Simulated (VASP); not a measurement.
# C (Cmm2) in VASP: further runs, part 2 of 2

VASP 6.6.1.

## Step 3: Single point, r2SCAN (atom 1 (C) moved +0.062 Å along Cartesian [0 0 1])

Contents of POSCAR:

```
C
1.0
    3.5602834153      0.0000000000      0.0000000000
    0.0000000000     -3.5602834153      0.0000000000
    0.0000000000      0.0000000000     -3.5602834153
C
8
Direct
    0.5000000000      0.0000000000     -0.0175547822
    0.0000000000      0.5000000000      0.0000000000
    0.0000000000      0.0000000000      0.5000000000
    0.5000000000      0.5000000000      0.5000000000
    0.7500000000      0.7500000000      0.7500000000
    0.2500000000      0.2500000000      0.7500000000
    0.2500000000      0.7500000000      0.2500000000
    0.7500000000      0.2500000000      0.2500000000
```

Contents of INCAR.step1:

```
SYSTEM = C
PREC = Accurate
ENCUT = 910
ISMEAR = 0
SIGMA = 0.05
LREAL = .False.
LASPH = .True.
NELM = 120
NBANDS = 26
GGA = PE
ALGO = Normal
EDIFF = 1E-5
LWAVE = .True.
LCHARG = .False.
GGA_COMPAT = .False.
```

Contents of INCAR.step2:

```
SYSTEM = C
PREC = Accurate
ENCUT = 910
EDIFF = 1E-6
ISMEAR = 0
SIGMA = 0.05
LREAL = .False.
LASPH = .True.
NELM = 120
ALGO = Normal
ISIF = 2
LWAVE = .False.
LCHARG = .False.
METAGGA = R2SCAN
LMIXTAU = .True.
NBANDS = 26
ISTART = 1
GGA_COMPAT = .False.
```

Contents of KPOINTS:

```
regular mesh
0
Gamma
  6 6 6
  0 0 0
```

Potentials or basis: VASP PAW PBE potentials, release 64 (C_h).

Started as:

```console
$ cat potpaw_PBE.64/C_h/POTCAR > POTCAR
$ cp INCAR.step1 INCAR
$ mpirun -np 1 vasp_std > vasp.out
$ cp INCAR.step2 INCAR
$ mpirun -np 1 vasp_std > vasp.out
```

OUTCAR:

```text
SYSTEM = C
   PREC = Accurate
   ENCUT = 910
   EDIFF = 1E-6
   ISMEAR = 0
   LREAL = .False.
   LASPH = .True.
   NELM = 120
   ISIF = 2
   METAGGA = R2SCAN
   ISTART = 1

 ion  position               nearest neighbor table
   1  0.500  0.000  0.982-   5 1.51   6 1.51
   2  0.000  0.500  0.000-
   3  0.000  0.000  0.500-
   4  0.500  0.500  0.500-
   5  0.750  0.750  0.750-   1 1.51
   6  0.250  0.250  0.750-   1 1.51
   7  0.250  0.750  0.250-
   8  0.750  0.250  0.250-

  LATTYP: Found a simple cubic cell.
 ALAT       =     3.5602834153

  Lattice vectors:

 A1 = (   3.5602834153,   0.0000000000,   0.0000000000)
 A2 = (   0.0000000000,  -3.5602834153,   0.0000000000)
 A3 = (   0.0000000000,   0.0000000000,  -3.5602834153)

Analysis of symmetry for initial positions (statically):
=====================================================================
 Subroutine PRICEL returns:
 Original cell was already a primitive cell.

 Routine SETGRP: Setting up the symmetry group for a
 simple cubic supercell.

 Subroutine GETGRP returns: Found  4 space group operations
 (whereof  2 operations were pure point group operations)
 out of a pool of 48 trial point group operations.

The static configuration has the point symmetry C_2 .
 The point group associated with its full space group is C_2v.

Analysis of symmetry for dynamics (positions and initial velocities):
=====================================================================
 Subroutine PRICEL returns:
 Original cell was already a primitive cell.

 Routine SETGRP: Setting up the symmetry group for a
 simple cubic supercell.

 Subroutine GETGRP returns: Found  4 space group operations
 (whereof  2 operations were pure point group operations)
 out of a pool of 48 trial point group operations.

The dynamic configuration has the point symmetry C_2 .
 The point group associated with its full space group is C_2v.

 Subroutine INISYM returns: Found  4 space group operations
 (whereof  2 operations are pure point group operations),
 and found     1 'primitive' translations

----------------------------------------------------------------------------------------

                                     Primitive cell

  volume of cell :      45.1288

  direct lattice vectors                    reciprocal lattice vectors
     3.560283415  0.000000000  0.000000000     0.280876516  0.000000000  0.000000000
     0.000000000 -3.560283415  0.000000000     0.000000000 -0.280876516  0.000000000
     0.000000000  0.000000000 -3.560283415     0.000000000  0.000000000 -0.280876516

  length of vectors
     3.560283415  3.560283415  3.560283415     0.280876516  0.280876516  0.280876516

  position of ions in fractional coordinates (direct lattice)
     0.500000000  0.000000000  0.982445218
     0.000000000  0.500000000  0.000000000
     0.000000000  0.000000000  0.500000000
     0.500000000  0.500000000  0.500000000
     0.750000000  0.750000000  0.750000000
     0.250000000  0.250000000  0.750000000
     0.250000000  0.750000000  0.250000000
[... 27 lines left out ...]

  Length of vectors
     0.046812753  0.046812753  0.046812753

  Shift w.r.t. Gamma in fractional coordinates (k-lattice)
     0.000000000  0.000000000  0.000000000

 Subroutine IBZKPT returns following result:
 ===========================================

 Found     52 irreducible k-points:

 Following reciprocal coordinates:
            Coordinates               Weight
  0.000000  0.000000  0.000000      1.000000
  0.166667  0.000000  0.000000      4.000000
  0.000000  0.000000  0.166667      2.000000
  0.333333  0.000000  0.000000      4.000000
  0.000000  0.000000  0.333333      2.000000
  0.500000  0.000000  0.000000      2.000000
[... 16 lines left out ...]
  0.333333  0.000000  0.500000      4.000000
  0.500000  0.500000  0.000000      1.000000
 [... further k-points ...]
   k-points           NKPTS =     52   k-points in BZ     NKDIM =     52   number of bands    NBANDS=     26
   number of dos      NEDOS =    301   number of ions     NIONS =      8
   total plane-waves  NPLWV =  46656
   dimension x,y,z NGX =    36 NGY =   36 NGZ =   36
   dimension x,y,z NGXF=    72 NGYF=   72 NGZF=   72
   ions per type =               8
   NGX,Y,Z   is equivalent  to a cutoff of  16.81, 16.81, 16.81 a.u.
   NGXF,Y,Z  is equivalent  to a cutoff of  33.62, 33.62, 33.62 a.u.
 SYSTEM =  C
   PREC   = accura    normal or accurate (medium, high low for compatibility)
   ISTART =      1    job   : 0-new  1-cont  2-samecut
   ICHARG =      0    charge: 1-file 2-atom 10-const
   ISPIN  =      1    spin polarized calculation?
   LNONCOLLINEAR =      F non collinear calculations
   LSORBIT =      F    spin-orbit coupling
   LASPH  =      T    aspherical Exc in radial PAW
   ENCUT  =  910.0 eV  66.88 Ry    8.18 a.u.   8.76  8.76  8.76*2*pi/ulx,y,z
   NELM   =    120;   NELMIN=  2; NELMDL=  0     # of ELM steps
   EDIFF  = 0.1E-05   stopping-criterion for ELM
   LREAL  =      F    real-space projection
[... 7 lines left out ...]
   TEBEG  =    0.0;   TEEND  =   0.0 temperature during run
   PSTRESS=    0.0 pullay stress
   NELECT =      32.0000    total number of electrons
   NUPDOWN=      -1.0000    fix difference up-down
   EMIN   =  10.00;   EMAX   =-10.00  energy-range for DOS
   EFERMI =   0.00;   METHOD = LEGACY
   ISMEAR =     0;   SIGMA  =   0.05  broadening in eV -4-tet -1-fermi 0-gaus
   EFERMI_NEDOS =   21; number of points for ismear=-14 and -15
   IALGO  =     38    algorithm
   IMIX   =      4    mixing-type and parameters
     AMIX     =   0.40;   BMIX     =  1.00
     AMIX_MAG =   1.60;   BMIX_MAG =  1.00
  volume/ion in A,a.u.               =       5.64        38.07
  Fermi-wavevector in a.u.,A,eV,Ry     =   1.459846  2.758708 28.996044  2.131149
  Thomas-Fermi vector in A             =   2.576365
   LORBIT       =      0    0 simple, 1 ext, 2 COOP (PROOUT), +10 PAW based schemes
   METAGGA = R2SCAN    functional components
   LHFCALC =     F    Hartree Fock is set to
   AEXX    =    0.0000 exact exchange contribution
   IVDW    =     0    specifies the selected vdW correction
   LEPSILON=     F    determine dielectric tensor
   LRPA    =     F    only Hartree local field effects (RPA)
 non-spin polarized calculation
 Gauss-broadening in eV      SIGMA  =   0.05
  energy-cutoff  :      910.00
  volume of cell :       45.13
 maximum number of plane-waves:      2832
   NGX = 17   NGY = 17   NGZ = 17

 number of electron      31.9999999 magnetization

 Free energy of the ion-electron system (eV)
  ---------------------------------------------------
  ext. energy  EPLUGINS =         0.00000000
  ---------------------------------------------------
  free energy    TOTEN  =       -78.78806738 eV

  energy without entropy =      -78.78806738  energy(sigma->0) =      -78.78806738

 E-fermi :  11.4964     XC(G=0): -14.3000

 val. band max:       11.2509455256   @ k =   0.0000   0.0000   0.0000
 cond. band min:      15.3594515845   @ k =   0.3333   0.0000   0.0000
 fundamental gap:      4.1085060589
 Fermi energy:        11.4963592569

 k-point     1 :       0.0000    0.0000    0.0000
  band No.  band energies     occupation
      1     -11.7566      2.00000
      2      -2.8478      2.00000
      3      -2.7422      2.00000
      4      -2.6141      2.00000
      5      -2.6125      2.00000
      6      -2.4985      2.00000
[... 685 lines left out ...]
     25      23.7824      0.00000
     26      23.9493      0.00000

 [... further k-points ...]

------------------------ aborting loop because EDIFF is reached ----------------------------------------

  FORCE on cell =-STRESS in cart. coord.  units (eV):
  Direction    XX          YY          ZZ          XY          YZ          ZX
  --------------------------------------------------------------------------------------
  -------------------------------------------------------------------------------------
  Total       -0.0906240     -0.0906240     -0.1974240      0.1358444      0.0000000      0.0000000
  in kB       -3.2173622     -3.2173622     -7.0090106      4.8227945      0.0000000      0.0000000
  external PRESSURE =      -4.4812450 kB  Pullay stress =       0.0000000 kB

 VOLUME and BASIS-vectors are now :
 -----------------------------------------------------------------------------
  energy-cutoff  :      910.00
  volume of cell :       45.13
      direct lattice vectors                 reciprocal lattice vectors
     3.560283415  0.000000000  0.000000000     0.280876516  0.000000000  0.000000000
     0.000000000 -3.560283415  0.000000000     0.000000000 -0.280876516  0.000000000
     0.000000000  0.000000000 -3.560283415     0.000000000  0.000000000 -0.280876516

 POSITION                                       TOTAL-FORCE (eV/Angst)
 -----------------------------------------------------------------------------------
      1.78014      0.00000     -3.49778         0.000000     -0.000000     -2.868477
      0.00000     -1.78014      0.00000         0.000000     -0.000000     -0.394790
      0.00000      0.00000     -1.78014         0.000000     -0.000000      0.430079
      1.78014     -1.78014     -1.78014         0.000000     -0.000000      0.430079
      2.67021     -2.67021     -2.67021         0.214500      0.214500      0.637722
      0.89007     -0.89007     -2.67021        -0.214500     -0.214500      0.637722
      0.89007     -2.67021     -0.89007         0.139812     -0.139812      0.563832
      2.67021     -0.89007     -0.89007        -0.139812      0.139812      0.563832
 -----------------------------------------------------------------------------------
    total drift:                                0.000000      0.000000      0.000282

  FREE ENERGIE OF THE ION-ELECTRON SYSTEM (eV)
  ---------------------------------------------------
  free  energy   TOTEN  =       -78.7880673837 eV

  energy  without entropy=      -78.7880673837  energy(sigma->0) =      -78.78806738
```

It took 4.8 min on 1 thread of AMD EPYC 7R13 (Zen 3), shared host; peak memory 0.23 GiB.

What came out:

```
Free energy            : -78.7881 eV
Pressure               : -0.4 GPa
Largest force          : 2.868 eV/Å
Band gap on the k mesh : 4.11 eV
```

Forces on the atoms (eV/Å):
```
C    0.000  0.000 -2.868
C    0.000  0.000 -0.395
C    0.000  0.000  0.430
C    0.000  0.000  0.430
C    0.214  0.214  0.638
C   -0.214 -0.214  0.638
C    0.140 -0.140  0.564
C   -0.140  0.140  0.564
```

Caveat: the cell differs from its parent crystal (atom 1 (C) moved +0.062 Å along Cartesian [0 0 1]); the cutoff is under 1.25 times the usual one of these potentials, so pressure, stress and relaxed cells hold a basis-set (Pulay) error; the PAW data sets were made with another functional, which shifts forces and pressure a little.
